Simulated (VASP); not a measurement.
# Si (I4_1/amd) in VASP: further runs

The runs below take Si through single point, with r2SCAN.

All numbers are computed with VASP 6.6.1; they aren't measurements. Logs are shortened: lines on timing, memory, paths and dates and some standing lists are left out, and cuts for length are marked.

### 1 The cell of the first run

It takes space group I4_1/amd (No. 141, tetragonal). Conventional cell: a = 4.363 Å, b = 4.363 Å, c = 2.446 Å, α = 90.00°, β = 90.00°, γ = 90.00°. Si (site symmetry -4m2) has 10 Si at 2.27 to 2.85 Å within 3.0 Å.

### 2 Single point, r2SCAN (strain -0.080 along x and y, -0.080 along z)

File POSCAR:

```
Si
1.0
   -2.1816625201      2.1816625201      1.2229241587
    2.1816625201     -2.1816625201      1.2229241587
    2.1816625201      2.1816625201     -1.2229241587
Si
2
Direct
    0.2500000000      0.7500000000      0.5000000000
    0.5000000000      0.5000000000      0.0000000000
```

File INCAR.step1:

```
PREC = Accurate ; ENCUT = 520
ISMEAR = 0 ; SIGMA = 0.15
LREAL = F ; LASPH = T
NELM = 80 ; NBANDS = 11
GGA = PE ; ALGO = Normal
EDIFF = 1E-4 ; LWAVE = T
LCHARG = F
```

File INCAR.step2:

```
PREC = Accurate ; ENCUT = 520
EDIFF = 1E-6 ; ISMEAR = 0
SIGMA = 0.15 ; LREAL = F
LASPH = T ; NELM = 80
ALGO = Normal ; ISIF = 2
LWAVE = F ; LCHARG = F
METAGGA = R2SCAN ; LMIXTAU = T
NBANDS = 11 ; ISTART = 1
```

File KPOINTS:

```
Automatic mesh
0
Gamma
  20 20 20
```

Potentials or basis: VASP PAW PBE potentials, release 64 (Si).

Command:

```console
$ cat potpaw_PBE.64/Si/POTCAR > POTCAR
$ cp INCAR.step1 INCAR
$ mpirun -np 1 vasp_std > vasp.out
$ cp INCAR.step2 INCAR
$ mpirun -np 1 vasp_std > vasp.out
```

OUTCAR:

```text
PREC = Accurate
   ENCUT = 520
   EDIFF = 1E-6
   ISMEAR = 0
   LREAL = F
   LASPH = T
   NELM = 80
   ISIF = 2
   METAGGA = R2SCAN
   ISTART = 1

 ion  position               nearest neighbor table
   1  0.250  0.750  0.500-   2 2.27   2 2.27   2 2.27   2 2.27   2 2.85   2 2.85   2 2.85   2 2.85

   2  0.500  0.500  0.000-   1 2.27   1 2.27   1 2.27   1 2.27   1 2.85   1 2.85   1 2.85   1 2.85

  LATTYP: Found a body centered tetragonal cell.
 ALAT       =     4.3633250402
 C/A-ratio  =     0.5605468983

  Lattice vectors:

 A1 = (  -2.1816625201,   2.1816625201,   1.2229241587)
 A2 = (   2.1816625201,  -2.1816625201,   1.2229241587)
 A3 = (   2.1816625201,   2.1816625201,  -1.2229241587)

Analysis of symmetry for initial positions (statically):
=====================================================================
 Subroutine PRICEL returns:
 Original cell was already a primitive cell.

 Routine SETGRP: Setting up the symmetry group for a
 body centered tetragonal supercell.

 Subroutine GETGRP returns: Found 16 space group operations
 (whereof  8 operations were pure point group operations)
 out of a pool of 16 trial point group operations.

The static configuration has the point symmetry D_2d.
 The point group associated with its full space group is D_4h.

Analysis of symmetry for dynamics (positions and initial velocities):
=====================================================================
 Subroutine PRICEL returns:
 Original cell was already a primitive cell.

 Routine SETGRP: Setting up the symmetry group for a
 body centered tetragonal supercell.

 Subroutine GETGRP returns: Found 16 space group operations
 (whereof  8 operations were pure point group operations)
 out of a pool of 16 trial point group operations.

The dynamic configuration has the point symmetry D_2d.
 The point group associated with its full space group is D_4h.

 Subroutine INISYM returns: Found 16 space group operations
 (whereof  8 operations are pure point group operations),
 and found     1 'primitive' translations

----------------------------------------------------------------------------------------

                                     Primitive cell

  volume of cell :      23.2828

  direct lattice vectors                    reciprocal lattice vectors
    -2.181662520  2.181662520  1.222924159     0.000000000  0.229183018  0.408856098
     2.181662520 -2.181662520  1.222924159     0.229183018  0.000000000  0.408856098
     2.181662520  2.181662520 -1.222924159     0.229183018  0.229183018  0.000000000

  length of vectors
     3.318862185  3.318862185  3.318862185     0.468709041  0.468709041  0.324113732

  position of ions in fractional coordinates (direct lattice)
     0.250000000  0.750000000  0.500000000
     0.500000000  0.500000000  0.000000000

  ion indices of the primitive-cell ions
   primitive index   ion index
                 1           1
                 2           2

----------------------------------------------------------------------------------------

 KPOINTS: Automatic mesh

Automatic generation of k-mesh.
 Grid dimensions read from file:
 generate k-points for:   20   20   20

 Generating k-lattice:

  Cartesian coordinates                     Fractional coordinates (reciprocal lattice)
     0.000000000  0.011459151  0.020442805     0.050000000  0.000000000  0.000000000
     0.011459151  0.000000000  0.020442805     0.000000000  0.050000000  0.000000000
     0.011459151  0.011459151  0.000000000     0.000000000  0.000000000  0.050000000

  Length of vectors
     0.023435452  0.023435452  0.016205687

  Shift w.r.t. Gamma in fractional coordinates (k-lattice)
     0.000000000  0.000000000  0.000000000

 Subroutine IBZKPT returns following result:
 ===========================================

 Found    641 irreducible k-points:

 Following reciprocal coordinates:
            Coordinates               Weight
  0.000000  0.000000  0.000000      1.000000
  0.050000 -0.000000  0.000000      8.000000
  0.100000 -0.000000  0.000000      8.000000
  0.150000 -0.000000  0.000000      8.000000
  0.200000 -0.000000  0.000000      8.000000
  0.250000  0.000000  0.000000      8.000000
[... 16 lines left out ...]
 -0.400000  0.050000 -0.000000     16.000000
 -0.350000  0.050000 -0.000000     16.000000
 [... further k-points ...]
   k-points           NKPTS =    641   k-points in BZ     NKDIM =    641   number of bands    NBANDS=     11
   number of dos      NEDOS =    301   number of ions     NIONS =      2
   total plane-waves  NPLWV =  21952
   dimension x,y,z NGX =    28 NGY =   28 NGZ =   28
   dimension x,y,z NGXF=    56 NGYF=   56 NGZF=   56
   ions per type =               2
   NGX,Y,Z   is equivalent  to a cutoff of  14.03, 14.03, 14.03 a.u.
   NGXF,Y,Z  is equivalent  to a cutoff of  28.05, 28.05, 28.05 a.u.
 SYSTEM =  unknown system
   PREC   = accura    normal or accurate (medium, high low for compatibility)
   ISTART =      1    job   : 0-new  1-cont  2-samecut
   ICHARG =      0    charge: 1-file 2-atom 10-const
   ISPIN  =      1    spin polarized calculation?
   LNONCOLLINEAR =      F non collinear calculations
   LSORBIT =      F    spin-orbit coupling
   LASPH  =      T    aspherical Exc in radial PAW
   ENCUT  =  520.0 eV  38.22 Ry    6.18 a.u.   6.17  6.17  6.17*2*pi/ulx,y,z
   NELM   =     80;   NELMIN=  2; NELMDL=  0     # of ELM steps
   EDIFF  = 0.1E-05   stopping-criterion for ELM
   LREAL  =      F    real-space projection
   EDIFFG = 0.1E-04   stopping-criterion for IOM
   NSW    =      0    number of steps for IOM
   IBRION =     -1    ionic relax: 0-MD 1-quasi-New 2-CG
   NFREE  =      0    steps in history (QN), initial steepest desc. (CG)
   ISIF   =      2    stress and relaxation
   ISYM   =      2    0-nonsym 1-usesym 2-fastsym
   POTIM  = 0.5000    time-step for ionic-motion
   TEBEG  =    0.0;   TEEND  =   0.0 temperature during run
   PSTRESS=    0.0 pullay stress
   NELECT =       8.0000    total number of electrons
   NUPDOWN=      -1.0000    fix difference up-down
   EMIN   =  10.00;   EMAX   =-10.00  energy-range for DOS
   EFERMI =   0.00;   METHOD = LEGACY
   ISMEAR =     0;   SIGMA  =   0.15  broadening in eV -4-tet -1-fermi 0-gaus
   EFERMI_NEDOS =   21; number of points for ismear=-14 and -15
   IALGO  =     38    algorithm
   IMIX   =      4    mixing-type and parameters
     AMIX     =   0.40;   BMIX     =  1.00
     AMIX_MAG =   1.60;   BMIX_MAG =  1.00
  volume/ion in A,a.u.               =      11.64        78.56
  Fermi-wavevector in a.u.,A,eV,Ry     =   1.146639  2.166833 17.888673  1.314780
  Thomas-Fermi vector in A             =   2.283322
   LORBIT       =      0    0 simple, 1 ext, 2 COOP (PROOUT), +10 PAW based schemes
   METAGGA = R2SCAN    functional components
   LHFCALC =     F    Hartree Fock is set to
   AEXX    =    0.0000 exact exchange contribution
   IVDW    =     0    specifies the selected vdW correction
   LEPSILON=     F    determine dielectric tensor
   LRPA    =     F    only Hartree local field effects (RPA)
 non-spin polarized calculation
 Gauss-broadening in eV      SIGMA  =   0.15
  energy-cutoff  :      520.00
  volume of cell :       23.28
 maximum number of plane-waves:       652
 NGX is ok and might be reduce to    28
   NGX = 13   NGY = 13   NGZ = 13

 number of electron       8.0000000 magnetization

 Free energy of the ion-electron system (eV)
  ---------------------------------------------------
  ext. energy  EPLUGINS =         0.00000000
  ---------------------------------------------------
  free energy    TOTEN  =       -15.72204097 eV

  energy without entropy =      -15.71544007  energy(sigma->0) =      -15.71874052

 E-fermi :  12.9958     XC(G=0): -12.7557

 val. band max:       12.9909574626   @ k =  -0.3000   0.3500   0.1500
 cond. band min:      13.0000678823   @ k =   0.4000   0.2500   0.0000
 fundamental gap:      0.0091104197
 Fermi energy:        12.9957748538

 k-point     1 :       0.0000    0.0000    0.0000
  band No.  band energies     occupation
      1      -4.2661      2.00000
      2       9.7540      2.00000
      3       9.7540      2.00000
      4      12.2638      2.00000
      5      13.4322      0.00004
      6      21.7040      0.00000
      7      24.4816      0.00000
      8      25.1893      0.00000
      9      25.1893      0.00000
     10      25.5982      0.00000
     11      26.9858      0.00000

 k-point     2 :       0.0500   -0.0000    0.0000
  band No.  band energies     occupation
      1      -4.1819      2.00000
      2       9.6306      2.00000
      3       9.6748      2.00000
      4      12.5107      2.00000
      5      13.6659      0.00000
      6      21.4127      0.00000
      7      23.1616      0.00000
      8      24.8429      0.00000
      9      24.9092      0.00000
     10      26.0246      0.00000
     11      26.7668      0.00000

 k-point     3 :       0.1000   -0.0000    0.0000
  band No.  band energies     occupation
      1      -3.9298      2.00000
      2       9.3758      2.00000
      3       9.4980      2.00000
      4      13.1166      0.25463
      5      14.3030      0.00000
      6      20.6119      0.00000
      7      21.2438      0.00000
      8      23.5593      0.00000
      9      24.0137      0.00000
     10      24.4636      0.00000
     11      26.8123      0.00000
[... 267 lines left out ...]
 k-point    23 :      -0.4000    0.0500   -0.0000
  band No.  band energies     occupation
      1       0.1241      2.00000
      2       8.3755      2.00000
      3       8.9253      2.00000
      4       9.7615      2.00000
      5      14.0460      0.00000
      6      15.7522      0.00000
      7      18.7629      0.00000
      8      21.0605      0.00000
      9      21.5477      0.00000
     10      22.9178      0.00000
     11      28.9085      0.00000

 k-point    24 :      -0.3500    0.0500   -0.0000
  band No.  band energies     occupation
      1      -0.9859      2.00000
      2       8.0843      2.00000
      3       9.4866      2.00000
      4      10.9157      2.00000
      5      15.0851      0.00000
      6      16.8654      0.00000
      7      18.8237      0.00000
      8      20.4632      0.00000
      9      21.3479      0.00000
     10      21.5992      0.00000
     11      28.1561      0.00000

 [... further k-points ...]

------------------------ aborting loop because EDIFF is reached ----------------------------------------

  FORCE on cell =-STRESS in cart. coord.  units (eV):
  Direction    XX          YY          ZZ          XY          YZ          ZX
  --------------------------------------------------------------------------------------
  -------------------------------------------------------------------------------------
  Total        8.4732185      8.4732185      6.5583181      0.0000000      0.0000000      0.0000000
  in kB      583.0748817    583.0748817    451.3031895      0.0000000      0.0000000      0.0000000
  external PRESSURE =     539.1509843 kB  Pullay stress =       0.0000000 kB

 VOLUME and BASIS-vectors are now :
 -----------------------------------------------------------------------------
  energy-cutoff  :      520.00
  volume of cell :       23.28
      direct lattice vectors                 reciprocal lattice vectors
    -2.181662520  2.181662520  1.222924159     0.000000000  0.229183018  0.408856098
     2.181662520 -2.181662520  1.222924159     0.229183018  0.000000000  0.408856098
     2.181662520  2.181662520 -1.222924159     0.229183018  0.229183018  0.000000000

 POSITION                                       TOTAL-FORCE (eV/Angst)
 -----------------------------------------------------------------------------------
      2.18166     -0.00000      0.61146        -0.000000      0.000000      0.000000
      0.00000      0.00000      1.22292         0.000000     -0.000000     -0.000000
 -----------------------------------------------------------------------------------
    total drift:                                0.000000      0.000000      0.000000

  FREE ENERGIE OF THE ION-ELECTRON SYSTEM (eV)
  ---------------------------------------------------
  free  energy   TOTEN  =       -15.7220409724 eV

  energy  without entropy=      -15.7154400680  energy(sigma->0) =      -15.71874052
```

It took 6.9 min on 1 thread of AMD EPYC 9R45 (Zen 5), shared host; peak memory 0.23 GiB.

What came out:

| Item | Value |
| --- | --- |
| Free energy | -15.7220 eV |
| Pressure | 53.9 GPa |
| Band gap on the k mesh | zero (bands 4 and 5 overlap by 8.74 eV) |

Caveat: the cell differs from its parent crystal (strain -0.080 along x and y, -0.080 along z); the stress differs along the axes, from 45 to 58 GPa; the PAW data sets were made with another functional, which shifts forces and pressure a little.

### 3 Single point, r2SCAN (strain -0.080 along x and y, -0.040 along z)

File POSCAR:

```
Si
1.0
   -2.1816625201      2.1816625201      1.2760947743
    2.1816625201     -2.1816625201      1.2760947743
    2.1816625201      2.1816625201     -1.2760947743
Si
2
Direct
    0.2500000000      0.7500000000      0.5000000000
    0.5000000000      0.5000000000      0.0000000000
```

File INCAR.step1:

```
PREC = Accurate
ENCUT = 520
ISMEAR = 0
SIGMA = 0.15
LREAL = F
LASPH = T
NELM = 100
NBANDS = 11
GGA = PE
ALGO = Normal
EDIFF = 1E-4
LWAVE = T
LCHARG = F
```

File INCAR.step2:

```
PREC = Accurate
ENCUT = 520
EDIFF = 1E-6
ISMEAR = 0
SIGMA = 0.15
LREAL = F
LASPH = T
NELM = 100
ALGO = Normal
ISIF = 2
LWAVE = F
LCHARG = F
METAGGA = R2SCAN
LMIXTAU = T
NBANDS = 11
ISTART = 1
```

KPOINTS is that of step 2.

Potentials or basis: VASP PAW PBE potentials, release 64 (Si).

Command:

```console
$ cat potpaw_PBE.64/Si/POTCAR > POTCAR
$ cp INCAR.step1 INCAR
$ mpirun -np 1 vasp_std > vasp.out
$ cp INCAR.step2 INCAR
$ mpirun -np 1 vasp_std > vasp.out
```

Run time: 6.2 min. Hardware: 1 thread of AMD EPYC 9R45 (Zen 5), shared host; peak memory 0.23 GiB.

It converged, with:

| Property | Result |
| --- | --- |
| Free energy | -15.9541 eV |
| Pressure | 43.6 GPa |
| Band gap on the k mesh | zero (bands 4 and 5 overlap by 8.88 eV) |

Stress tensor (GPa, compression positive):
```
50.49  0.00  0.00
 0.00 50.49  0.00
 0.00  0.00 29.88
```

Levels at points of the mesh, in eV from the Fermi level:
| k point | band 1 | band 2 | band 3 | band 4 | band 5 | band 6 | band 7 | band 8 | band 9 |
| --- | --- | --- | --- | --- | --- | --- | --- | --- | --- |
| (0.00, 0.00, 0.00) | -16.79 | -2.82 | -2.82 | -0.13 | 0.88 | 8.42 | 10.99 | 11.48 | 11.78 |
| (0.50, 0.00, 0.00) | -9.28 | -8.86 | -2.67 | -2.49 | -1.06 | 0.21 | 6.15 | 6.49 | 12.25 |
| (0.50, 0.50, 0.00) | -12.82 | -12.82 | 0.62 | 0.62 | 3.97 | 3.97 | 9.29 | 9.29 | 9.87 |
| (0.50, 0.50, 0.50) | -9.13 | -9.13 | -8.75 | -8.75 | 5.38 | 5.38 | 17.43 | 17.43 | 17.76 |

Caveat: the cell differs from its parent crystal (strain -0.080 along x and y, -0.040 along z); the stress differs along the axes, from 30 to 50 GPa; the PAW data sets were made with another functional, which shifts forces and pressure a little.

### 4 Single point, r2SCAN (strain -0.080 along x and y, +0.000 along z)

File POSCAR:

```
Si
1.0
   -2.1816625201      2.1816625201      1.3292653899
    2.1816625201     -2.1816625201      1.3292653899
    2.1816625201      2.1816625201     -1.3292653899
Si
2
Direct
    0.2500000000      0.7500000000      0.5000000000
    0.5000000000      0.5000000000      0.0000000000
```

INCAR.step1, as its differences from that of step 3:

```diff
@@ -6,3 +6,3 @@
 LASPH = T
-NELM = 100
+NELM = 80
 NBANDS = 11
```

INCAR.step2, as its differences from that of step 3:

```diff
@@ -7,3 +7,3 @@
 LASPH = T
-NELM = 100
+NELM = 80
 ALGO = Normal
```

File KPOINTS:

```
regular mesh
0
Gamma
  20 20 20
```

Command:

```console
$ cat potpaw_PBE.64/Si/POTCAR > POTCAR
$ cp INCAR.step1 INCAR
$ mpirun -np 1 vasp_std > vasp.out
$ cp INCAR.step2 INCAR
$ mpirun -np 1 vasp_std > vasp.out
```

Wall time 6.8 min (1 thread of AMD EPYC 9R45 (Zen 5), shared host); peak memory 0.24 GiB.

It converged, with:

```yaml
Free_energy: -16.1048 eV
Pressure: 35.8 GPa
Band_gap_on_the_k_mesh: zero (bands 4 and 5 overlap by 9.22 eV)
```

Stress tensor (GPa, compression positive):
```
44.53  0.00  0.00
 0.00 44.53  0.00
 0.00  0.00 18.37
```

Levels at points of the mesh, in eV from the Fermi level:
```csv
k point,band 1,band 2,band 3,band 4,band 5,band 6,band 7,band 8
"(0.00, 0.00, 0.00)",-16.31,-2.41,-2.41,0.47,1.33,7.87,9.66,11.10
"(0.50, 0.00, 0.00)",-9.41,-8.68,-2.76,-2.24,-1.09,0.42,6.17,6.57
"(0.50, 0.50, 0.00)",-12.34,-12.34,0.94,0.94,4.49,4.49,8.13,8.13
"(0.50, 0.50, 0.50)",-8.64,-8.64,-8.29,-8.29,4.29,4.29,16.91,16.91
```

Caveat: the cell differs from its parent crystal (strain -0.080 along x and y, +0.000 along z); the stress differs along the axes, from 18 to 45 GPa; the PAW data sets were made with another functional, which shifts forces and pressure a little.

### 5 Single point, r2SCAN (strain -0.040 along x and y, -0.080 along z)

File POSCAR:

```
Si
1.0
   -2.2765174123      2.2765174123      1.2229241587
    2.2765174123     -2.2765174123      1.2229241587
    2.2765174123      2.2765174123     -1.2229241587
Si
2
Direct
    0.2500000000      0.7500000000      0.5000000000
    0.5000000000      0.5000000000      0.0000000000
```

File INCAR.step1:

```
  ALGO = Normal
  EDIFF = 1E-4
  ENCUT = 520
  GGA = PE
  ISMEAR = 0
  LASPH = T
  LCHARG = F
  LREAL = F
  LWAVE = T
  NBANDS = 11
  NELM = 100
  PREC = Accurate
  SIGMA = 0.15
```

File INCAR.step2:

```
  ALGO = Normal
  EDIFF = 1E-7
  ENCUT = 520
  ISIF = 2
  ISMEAR = 0
  ISTART = 1
  LASPH = T
  LCHARG = F
  LMIXTAU = T
  LREAL = F
  LWAVE = F
  METAGGA = R2SCAN
  NBANDS = 11
  NELM = 100
  PREC = Accurate
  SIGMA = 0.15
```

File KPOINTS:

```
k-points
0
Gamma
  20 20 20
```

Command:

```console
$ cat potpaw_PBE.64/Si/POTCAR > POTCAR
$ cp INCAR.step1 INCAR
$ mpirun -np 1 vasp_std > vasp.out
$ cp INCAR.step2 INCAR
$ mpirun -np 1 vasp_std > vasp.out
```

Run time: 9 min. Hardware: 1 thread of AMD EPYC 9R45 (Zen 5), shared host; peak memory 0.23 GiB.

It converged, with:

| Quantity | Value |
| --- | --- |
| Free energy | -16.2733 eV |
| Pressure | 30.2 GPa |
| Band gap on the k mesh | zero (bands 4 and 5 overlap by 7.82 eV) |

Stress tensor (GPa, compression positive):
```
29.50  0.00  0.00
 0.00 29.50  0.00
 0.00  0.00 31.60
```

Levels at points of the mesh, in eV from the Fermi level:
```
           k point  band 2  band 3  band 4  band 5  band 6  band 7
(0.00, 0.00, 0.00)   -3.35   -3.35   -1.76    0.84    8.45   10.89
(0.50, 0.00, 0.00)   -8.20   -2.69   -2.00   -1.06    0.59    5.66
(0.50, 0.50, 0.00)  -12.68   -0.05   -0.05    2.81    2.81   11.25
(0.50, 0.50, 0.50)   -9.60   -8.56   -8.56    7.52    7.52   16.32
```

Caveat: the cell differs from its parent crystal (strain -0.040 along x and y, -0.080 along z); the cell stands under pressure; the PAW data sets were made with another functional, which shifts forces and pressure a little.

### 6 The runs side by side

```csv
cell,gap on the mesh (eV),pressure (GPa)
"a = 3.319 Å, angles 97.8, 97.8, 136.8°, 2 atoms",none,53.9
"a = 3.339 Å, angles 98.4, 98.4, 135.1°, 2 atoms",none,43.6
"a = 3.360 Å, angles 99.0, 99.0, 133.4°, 2 atoms",none,35.8
"a = 3.444 Å, angles 97.2, 97.2, 138.4°, 2 atoms",none,30.2
```

Alike in all rows: task single point; level r2SCAN; potentials or basis VASP PAW PBE potentials, release 64 (Si); no spin polarisation; k mesh 20 × 20 × 20; cutoff (eV) 520; smearing gaussian 0.15 eV.

Caveats: the PAW data sets were made with another functional, which shifts forces and pressure a little; the stress differs along the axes, from 45 to 58 GPa (at least some runs); the stress differs along the axes, from 30 to 50 GPa (at least some runs); the stress differs along the axes, from 18 to 45 GPa (at least some runs); the cell stands under pressure (at least some runs).

Absolute energies hang on the potentials; compare differences alone.
